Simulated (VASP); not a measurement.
# SnTe3 (Fm-3m) in VASP: further runs

SnTe3 is run at these levels: LDA; tasks: single point.

All numbers are computed with VASP 6.6.1; they aren't measurements. Logs are shortened: lines on timing, memory, paths and dates and some standing lists are left out, and cuts for length are marked.

## 1. The cell of the first run

It takes space group Fm-3m (No. 225, cubic). The conventional cell has a = 7.565 Å, b = 7.565 Å, c = 7.565 Å, α = 90.00°, β = 90.00°, γ = 90.00°. Te (site symmetry m-3m) has 8 Te at 3.28 Å and 6 Sn at 3.78 Å within 4.3 Å. Te (site symmetry -43m) has 10 Te at 3.28 to 3.78 Å and 4 Sn at 3.28 Å within 4.3 Å. Sn (site symmetry m-3m) has 14 Te at 3.28 to 3.78 Å within 4.3 Å.

## 2. Single point, LDA (volume scaled by 0.94)

INCAR reads:

```
SYSTEM = SnTe3
ALGO = Normal
EDIFF = 1E-6
ENCUT = 520
GGA = CA
ISIF = 2
ISMEAR = -1
LASPH = .True.
LCHARG = .True.
LELF = .True.
LREAL = .False.
LVHAR = .True.
LWAVE = .False.
NBANDS = 24
NELM = 60
PREC = Accurate
SIGMA = 0.05
```

KPOINTS reads:

```
k-points
0
Gamma
  6 6 6
  0 0 0
```

POSCAR reads:

```
SnTe3
1.0
    0.0000000000      3.7823964951      3.7823964951
    3.7823964951      0.0000000000      3.7823964951
    3.7823964951      3.7823964951      0.0000000000
Te Sn
3 1
Direct
    0.5000000000      0.5000000000      0.5000000000
    0.7500000000      0.7500000000      0.7500000000
    0.2500000000      0.2500000000      0.2500000000
    0.0000000000      0.0000000000      0.0000000000
```

Potentials or basis: VASP PAW LDA potentials, release 64 (Te, Sn_d).

Started as:

```console
> cat potpaw_LDA.64/Te/POTCAR potpaw_LDA.64/Sn_d/POTCAR > POTCAR
> mpirun -np 1 vasp_std > vasp.out
```

OUTCAR:

```text
SYSTEM = SnTe3
   EDIFF = 1E-6
   ENCUT = 520
   GGA = CA
   ISIF = 2
   ISMEAR = -1
   LASPH = .True.
   LREAL = .False.
   NELM = 60
   PREC = Accurate

 ion  position               nearest neighbor table
   1  0.500  0.500  0.500-   3 3.28   3 3.28   3 3.28   2 3.28   2 3.28   2 3.28   3 3.28   2 3.28

   2  0.750  0.750  0.750-   1 3.28   1 3.28   1 3.28   4 3.28   4 3.28   4 3.28   4 3.28   1 3.28

   3  0.250  0.250  0.250-   4 3.28   4 3.28   4 3.28   1 3.28   1 3.28   1 3.28   4 3.28   1 3.28

   4  0.000  0.000  0.000-   2 3.28   2 3.28   2 3.28   3 3.28   3 3.28   3 3.28   3 3.28   2 3.28

  LATTYP: Found a face centered cubic cell.
 ALAT       =     7.5647929902

  Lattice vectors:

 A1 = (   0.0000000000,   3.7823964951,   3.7823964951)
 A2 = (   3.7823964951,   0.0000000000,   3.7823964951)
 A3 = (   3.7823964951,   3.7823964951,   0.0000000000)

Analysis of symmetry for initial positions (statically):
=====================================================================
 Subroutine PRICEL returns:
 Original cell was already a primitive cell.

 Routine SETGRP: Setting up the symmetry group for a
 face centered cubic supercell.

 Subroutine GETGRP returns: Found 48 space group operations
 (whereof 48 operations were pure point group operations)
 out of a pool of 48 trial point group operations.

The static configuration has the point symmetry O_h .

Analysis of symmetry for dynamics (positions and initial velocities):
=====================================================================
 Subroutine PRICEL returns:
 Original cell was already a primitive cell.

 Routine SETGRP: Setting up the symmetry group for a
 face centered cubic supercell.

 Subroutine GETGRP returns: Found 48 space group operations
 (whereof 48 operations were pure point group operations)
 out of a pool of 48 trial point group operations.

The dynamic configuration has the point symmetry O_h .

 Subroutine INISYM returns: Found 48 space group operations
 (whereof 48 operations are pure point group operations),
 and found     1 'primitive' translations

----------------------------------------------------------------------------------------

                                     Primitive cell

  volume of cell :     108.2259

  direct lattice vectors                    reciprocal lattice vectors
     0.000000000  3.782396495  3.782396495    -0.132191324  0.132191324  0.132191324
     3.782396495  0.000000000  3.782396495     0.132191324 -0.132191324  0.132191324
     3.782396495  3.782396495  0.000000000     0.132191324  0.132191324 -0.132191324

  length of vectors
     5.349116422  5.349116422  5.349116422     0.228962089  0.228962089  0.228962089

  position of ions in fractional coordinates (direct lattice)
     0.500000000  0.500000000  0.500000000
     0.750000000  0.750000000  0.750000000
     0.250000000  0.250000000  0.250000000
     0.000000000  0.000000000  0.000000000

  ion indices of the primitive-cell ions
   primitive index   ion index
                 1           1
                 2           2
                 3           3
                 4           4

----------------------------------------------------------------------------------------

 KPOINTS: k-points

Automatic generation of k-mesh.
 Grid dimensions read from file:
 generate k-points for:    6    6    6

 Generating k-lattice:

  Cartesian coordinates                     Fractional coordinates (reciprocal lattice)
    -0.022031887  0.022031887  0.022031887     0.166666667  0.000000000  0.000000000
     0.022031887 -0.022031887  0.022031887     0.000000000  0.166666667  0.000000000
     0.022031887  0.022031887 -0.022031887     0.000000000  0.000000000  0.166666667

  Length of vectors
     0.038160348  0.038160348  0.038160348

  Shift w.r.t. Gamma in fractional coordinates (k-lattice)
     0.000000000  0.000000000  0.000000000

 Subroutine IBZKPT returns following result:
 ===========================================

 Found     16 irreducible k-points:

 Following reciprocal coordinates:
            Coordinates               Weight
  0.000000  0.000000  0.000000      1.000000
  0.166667  0.000000  0.000000      8.000000
  0.333333  0.000000  0.000000      8.000000
  0.500000  0.000000  0.000000      4.000000
  0.166667  0.166667  0.000000      6.000000
  0.333333  0.166667  0.000000     24.000000
[... 8 lines left out ...]
 -0.333333  0.333333  0.166667     24.000000
 -0.333333  0.500000  0.166667     12.000000
   k-points           NKPTS =     16   k-points in BZ     NKDIM =     16   number of bands    NBANDS=     24
   number of dos      NEDOS =    301   number of ions     NIONS =      4
   total plane-waves  NPLWV =  64000
   dimension x,y,z NGX =    40 NGY =   40 NGZ =   40
   dimension x,y,z NGXF=    80 NGYF=   80 NGZF=   80
   ions per type =               3   1
   NGX,Y,Z   is equivalent  to a cutoff of  12.43, 12.43, 12.43 a.u.
   NGXF,Y,Z  is equivalent  to a cutoff of  24.86, 24.86, 24.86 a.u.
 SYSTEM =  SnTe3
   PREC   = accura    normal or accurate (medium, high low for compatibility)
   ISTART =      0    job   : 0-new  1-cont  2-samecut
   ICHARG =      2    charge: 1-file 2-atom 10-const
   ISPIN  =      1    spin polarized calculation?
   LNONCOLLINEAR =      F non collinear calculations
   LSORBIT =      F    spin-orbit coupling
   LASPH  =      T    aspherical Exc in radial PAW
   ENCUT  =  520.0 eV  38.22 Ry    6.18 a.u.   9.95  9.95  9.95*2*pi/ulx,y,z
   NELM   =     60;   NELMIN=  2; NELMDL= -5     # of ELM steps
   EDIFF  = 0.1E-05   stopping-criterion for ELM
   LREAL  =      F    real-space projection
   EDIFFG = 0.1E-04   stopping-criterion for IOM
   NSW    =      0    number of steps for IOM
   IBRION =     -1    ionic relax: 0-MD 1-quasi-New 2-CG
   NFREE  =      0    steps in history (QN), initial steepest desc. (CG)
   ISIF   =      2    stress and relaxation
   ISYM   =      2    0-nonsym 1-usesym 2-fastsym
   POTIM  = 0.5000    time-step for ionic-motion
   TEBEG  =    0.0;   TEEND  =   0.0 temperature during run
   PSTRESS=    0.0 pullay stress
   NELECT =      32.0000    total number of electrons
   NUPDOWN=      -1.0000    fix difference up-down
   EMIN   =  10.00;   EMAX   =-10.00  energy-range for DOS
   EFERMI =   0.00;   METHOD = LEGACY
   ISMEAR =    -1;   SIGMA  =   0.05  broadening in eV -4-tet -1-fermi 0-gaus
   EFERMI_NEDOS =   21; number of points for ismear=-14 and -15
   IALGO  =     38    algorithm
   IMIX   =      4    mixing-type and parameters
     AMIX     =   0.40;   BMIX     =  1.00
     AMIX_MAG =   1.60;   BMIX_MAG =  1.00
  volume/ion in A,a.u.               =      27.06       182.59
  Fermi-wavevector in a.u.,A,eV,Ry     =   1.090639  2.061009 16.184047  1.189494
  Thomas-Fermi vector in A             =   2.226868
   LORBIT       =      0    0 simple, 1 ext, 2 COOP (PROOUT), +10 PAW based schemes
   GGA     = CA    functional components
   LHFCALC =     F    Hartree Fock is set to
   AEXX    =    0.0000 exact exchange contribution
   IVDW    =     0    specifies the selected vdW correction
   LEPSILON=     F    determine dielectric tensor
   LRPA    =     F    only Hartree local field effects (RPA)
 non-spin polarized calculation
  energy-cutoff  :      520.00
  volume of cell :      108.23
 maximum number of plane-waves:      2929
   NGX = 19   NGY = 19   NGZ = 19

 number of electron      32.0000001 magnetization

 Free energy of the ion-electron system (eV)
  ---------------------------------------------------
  ext. energy  EPLUGINS =         0.00000000
  ---------------------------------------------------
  free energy    TOTEN  =       -15.46401956 eV

  energy without entropy =      -15.42520904  energy(sigma->0) =      -15.44461430

 E-fermi :   8.3989     XC(G=0): -10.4888

 val. band max:        8.3743434360   @ k =   0.3333   0.0000   0.0000
 cond. band min:       8.4169827740   @ k =  -0.1667   0.1667   0.0000
 fundamental gap:      0.0426393380
 Fermi energy:         8.3988998351

 k-point     1 :       0.0000    0.0000    0.0000
  band No.  band energies     occupation
      1     -13.1080      2.00000
      2     -13.1080      2.00000
      3     -13.1080      2.00000
      4     -13.1005      2.00000
      5     -13.1005      2.00000
      6      -5.5565      2.00000
[... 16 lines left out ...]
     23      12.7766      0.00000
     24      18.7159      0.00000

 k-point     2 :       0.1667    0.0000    0.0000
  band No.  band energies     occupation
      1     -13.1084      2.00000
      2     -13.1077      2.00000
      3     -13.1077      2.00000
      4     -13.1005      2.00000
      5     -13.1005      2.00000
      6      -5.3688      2.00000
[... 16 lines left out ...]
     23      12.5307      0.00000
     24      17.7880      0.00000

 k-point     3 :       0.3333    0.0000    0.0000
  band No.  band energies     occupation
      1     -13.1093      2.00000
      2     -13.1072      2.00000
      3     -13.1072      2.00000
      4     -13.1006      2.00000
      5     -13.1006      2.00000
      6      -4.8347      2.00000
[... 16 lines left out ...]
     23      13.8977      0.00000
     24      16.6696      0.00000
[... 298 lines left out ...]
 k-point    15 :      -0.3333    0.3333    0.1667
  band No.  band energies     occupation
      1     -13.1088      2.00000
      2     -13.1082      2.00000
      3     -13.1060      2.00000
      4     -13.1012      2.00000
      5     -13.1004      2.00000
      6      -3.8291      2.00000
[... 16 lines left out ...]
     23      15.1673      0.00000
     24      15.5510      0.00000

 k-point    16 :      -0.3333    0.5000    0.1667
  band No.  band energies     occupation
      1     -13.1101      2.00000
      2     -13.1071      2.00000
      3     -13.1056      2.00000
      4     -13.1015      2.00000
      5     -13.1002      2.00000
      6      -3.4405      2.00000
[... 16 lines left out ...]
     23      14.9706      0.00000
     24      15.0690      0.00000

------------------------ aborting loop because EDIFF is reached ----------------------------------------

  FORCE on cell =-STRESS in cart. coord.  units (eV):
  Direction    XX          YY          ZZ          XY          YZ          ZX
  --------------------------------------------------------------------------------------
  -------------------------------------------------------------------------------------
  Total       -0.4827743     -0.4827743     -0.4827743      0.0000000     -0.0000000      0.0000000
  in kB       -7.1469963     -7.1469963     -7.1469963      0.0000000     -0.0000000      0.0000000
  external PRESSURE =      -7.1469963 kB  Pullay stress =       0.0000000 kB

 VOLUME and BASIS-vectors are now :
 -----------------------------------------------------------------------------
  energy-cutoff  :      520.00
  volume of cell :      108.23
      direct lattice vectors                 reciprocal lattice vectors
     0.000000000  3.782396495  3.782396495    -0.132191324  0.132191324  0.132191324
     3.782396495  0.000000000  3.782396495     0.132191324 -0.132191324  0.132191324
     3.782396495  3.782396495  0.000000000     0.132191324  0.132191324 -0.132191324

 POSITION                                       TOTAL-FORCE (eV/Angst)
 -----------------------------------------------------------------------------------
      3.78240      3.78240      3.78240         0.000000      0.000000      0.000000
      5.67359      5.67359      5.67359         0.000000      0.000000      0.000000
      1.89120      1.89120      1.89120        -0.000000     -0.000000     -0.000000
      0.00000      0.00000      0.00000         0.000000      0.000000      0.000000
 -----------------------------------------------------------------------------------
    total drift:                               -0.000000      0.000000      0.000000

  FREE ENERGIE OF THE ION-ELECTRON SYSTEM (eV)
  ---------------------------------------------------
  free  energy   TOTEN  =       -15.4640195614 eV

  energy  without entropy=      -15.4252090417  energy(sigma->0) =      -15.44461430
```

Run time: 71 s. Hardware: 1 thread of AMD EPYC 7R13, shared host; peak memory 0.18 GiB.

Results:

| Item | Value |
| --- | --- |
| Free energy | -15.4640 eV |
| Pressure | -0.7 GPa |
| Band gap on the k mesh | zero (band 16 reaches 8.80 eV, above the bottom of band 17 at 6.38 eV) |

Caveat: spin-orbit coupling is left out, which moves the levels of the heavy elements.

## 3. Single point, LDA (volume scaled by 0.96)

INCAR reads:

```
SYSTEM = SnTe3
  PREC = Accurate
  ENCUT = 520
  EDIFF = 1E-7
  ISMEAR = -1
  SIGMA = 0.05
  LREAL = .False.
  LASPH = .True.
  NELM = 60
  ALGO = Normal
  ISIF = 2
  LWAVE = .False.
  LCHARG = .False.
  GGA = CA
  NBANDS = 24
```

KPOINTS reads:

```
Automatic mesh
0
Gamma
  6 6 6
  0 0 0
```

POSCAR reads:

```
SnTe3
1.0
    0.0000000000      3.8090339678      3.8090339678
    3.8090339678      0.0000000000      3.8090339678
    3.8090339678      3.8090339678      0.0000000000
Te Sn
3 1
Direct
    0.5000000000      0.5000000000      0.5000000000
    0.7500000000      0.7500000000      0.7500000000
    0.2500000000      0.2500000000      0.2500000000
    0.0000000000      0.0000000000      0.0000000000
```

Potentials or basis: VASP PAW LDA potentials, release 64 (Te, Sn_d).

Started as:

```console
> cat potpaw_LDA.64/Te/POTCAR potpaw_LDA.64/Sn_d/POTCAR > POTCAR
> mpirun -np 1 vasp_std > vasp.out
```

OUTCAR:

```text
SYSTEM = SnTe3
   PREC = Accurate
   ENCUT = 520
   EDIFF = 1E-7
   ISMEAR = -1
   LREAL = .False.
   LASPH = .True.
   NELM = 60
   ISIF = 2
   GGA = CA

 ion  position               nearest neighbor table
   1  0.500  0.500  0.500-   3 3.30   3 3.30   3 3.30   2 3.30   3 3.30   2 3.30   2 3.30   2 3.30

   2  0.750  0.750  0.750-   1 3.30   1 3.30   1 3.30   1 3.30   4 3.30   4 3.30   4 3.30   4 3.30

   3  0.250  0.250  0.250-   4 3.30   4 3.30   4 3.30   1 3.30   4 3.30   1 3.30   1 3.30   1 3.30

   4  0.000  0.000  0.000-   2 3.30   2 3.30   2 3.30   2 3.30   3 3.30   3 3.30   3 3.30   3 3.30

  LATTYP: Found a face centered cubic cell.
 ALAT       =     7.6180679356

  Lattice vectors:

 A1 = (   0.0000000000,   3.8090339678,   3.8090339678)
 A2 = (   3.8090339678,   0.0000000000,   3.8090339678)
 A3 = (   3.8090339678,   3.8090339678,   0.0000000000)

Analysis of symmetry for initial positions (statically):
=====================================================================
 Subroutine PRICEL returns:
 Original cell was already a primitive cell.
[... 161 lines left out ...]

  energy without entropy =      -15.40907890  energy(sigma->0) =      -15.42746001

 E-fermi :   8.0998     XC(G=0): -10.3948

 val. band max:        8.0510411152   @ k =   0.5000   0.3333   0.0000
 cond. band min:       8.1289238924   @ k =   0.3333   0.0000   0.0000
 fundamental gap:      0.0778827772
 Fermi energy:         8.0997565744

 k-point     1 :       0.0000    0.0000    0.0000
  band No.  band energies     occupation
      1     -13.3994      2.00000
      2     -13.3994      2.00000
      3     -13.3994      2.00000
      4     -13.3928      2.00000
      5     -13.3928      2.00000
      6      -5.6838      2.00000
[... 421 lines left out ...]
     23      14.6265      0.00000
     24      14.7602      0.00000

------------------------ aborting loop because EDIFF is reached ----------------------------------------

  FORCE on cell =-STRESS in cart. coord.  units (eV):
  Direction    XX          YY          ZZ          XY          YZ          ZX
  --------------------------------------------------------------------------------------
  -------------------------------------------------------------------------------------
  Total       -1.2679256     -1.2679256     -1.2679256      0.0000000     -0.0000000     -0.0000000
  in kB      -18.3793364    -18.3793364    -18.3793364      0.0000000     -0.0000000     -0.0000000
  external PRESSURE =     -18.3793364 kB  Pullay stress =       0.0000000 kB

 VOLUME and BASIS-vectors are now :
 -----------------------------------------------------------------------------
  energy-cutoff  :      520.00
  volume of cell :      110.53
      direct lattice vectors                 reciprocal lattice vectors
     0.000000000  3.809033968  3.809033968    -0.131266879  0.131266879  0.131266879
     3.809033968  0.000000000  3.809033968     0.131266879 -0.131266879  0.131266879
     3.809033968  3.809033968  0.000000000     0.131266879  0.131266879 -0.131266879

 POSITION                                       TOTAL-FORCE (eV/Angst)
 -----------------------------------------------------------------------------------
      3.80903      3.80903      3.80903         0.000000      0.000000      0.000000
      5.71355      5.71355      5.71355         0.000000      0.000000      0.000000
      1.90452      1.90452      1.90452        -0.000000     -0.000000     -0.000000
      0.00000      0.00000      0.00000         0.000000      0.000000      0.000000
 -----------------------------------------------------------------------------------
    total drift:                               -0.000000      0.000000      0.000000

  FREE ENERGIE OF THE ION-ELECTRON SYSTEM (eV)
  ---------------------------------------------------
  free  energy   TOTEN  =       -15.4458411238 eV

  energy  without entropy=      -15.4090789031  energy(sigma->0) =      -15.42746001
```

OSZICAR:

```text
N       E                     dE             d eps       ncg     rms          rms(c)
DAV:   1     0.232342449449E+03    0.23234E+03   -0.13173E+04   768   0.136E+03
DAV:   2     0.114634856486E+02   -0.22088E+03   -0.20751E+03   792   0.358E+02
DAV:   3    -0.144540909406E+02   -0.25918E+02   -0.24846E+02   960   0.105E+02
DAV:   4    -0.154764048599E+02   -0.10223E+01   -0.10180E+01   880   0.221E+01
DAV:   5    -0.155170535812E+02   -0.40649E-01   -0.40645E-01  1184   0.477E+00    0.106E+01
DAV:   6    -0.154504761954E+02    0.66577E-01   -0.12336E-01  1000   0.223E+00    0.668E+00
DAV:   7    -0.154462400020E+02    0.42362E-02   -0.39870E-02   952   0.116E+00    0.191E+00
DAV:   8    -0.154459625595E+02    0.27744E-03   -0.30841E-03   976   0.301E-01    0.453E-01
DAV:   9    -0.154458621263E+02    0.10043E-03   -0.53417E-04  1040   0.197E-01    0.222E-01
DAV:  10    -0.154458454263E+02    0.16700E-04   -0.77442E-05   976   0.604E-02    0.524E-02
DAV:  11    -0.154458414658E+02    0.39605E-05   -0.18131E-05   992   0.464E-02    0.309E-02
DAV:  12    -0.154458411229E+02    0.34282E-06   -0.11313E-06   976   0.794E-03    0.654E-03
DAV:  13    -0.154458411238E+02   -0.90313E-09   -0.15938E-07   808   0.195E-03
   1 F= -.15445841E+02 E0= -.15427460E+02  d E =-.367622E-01
```

stdout:

```text
POSCAR found type information on POSCAR TeSn
 POSCAR found :  2 types and       4 ions
 scaLAPACK will be used
 LDA part: xc-table for (Slater(with rela. corr.)+CA(PZ))
 , standard interpolation
 POSCAR, INCAR and KPOINTS ok, starting setup
 FFT: planning ... GRIDC
 FFT: planning ... GRID_SOFT
 FFT: planning ... GRID
 WAVECAR not read
 entering main loop
```

Wall time 74 s (1 thread of AMD EPYC 7R13, shared host); peak memory 0.18 GiB.

Results:

| Quantity | Value |
| --- | --- |
| Free energy | -15.4458 eV |
| Pressure | -1.8 GPa |
| Band gap on the k mesh | zero (band 16 reaches 8.50 eV, above the bottom of band 17 at 6.15 eV) |

Levels at points of the mesh, in eV from the Fermi level:
```tsv
k point	band 13	band 14	band 15	band 16	band 17	band 18	band 19	band 20
(0.00, 0.00, 0.00)	-3.45	-3.45	-3.45	-1.95	-1.95	-1.95	3.00	3.00
(0.50, 0.00, 0.00)	-3.59	-2.05	-1.97	0.40	0.40	1.38	1.78	1.78
(0.50, 0.50, 0.00)	-0.90	-0.59	-0.59	0.06	0.17	0.17	2.14	3.34
```

Caveat: spin-orbit coupling is left out, which moves the levels of the heavy elements.

(Part 1 of 2 ends here.)
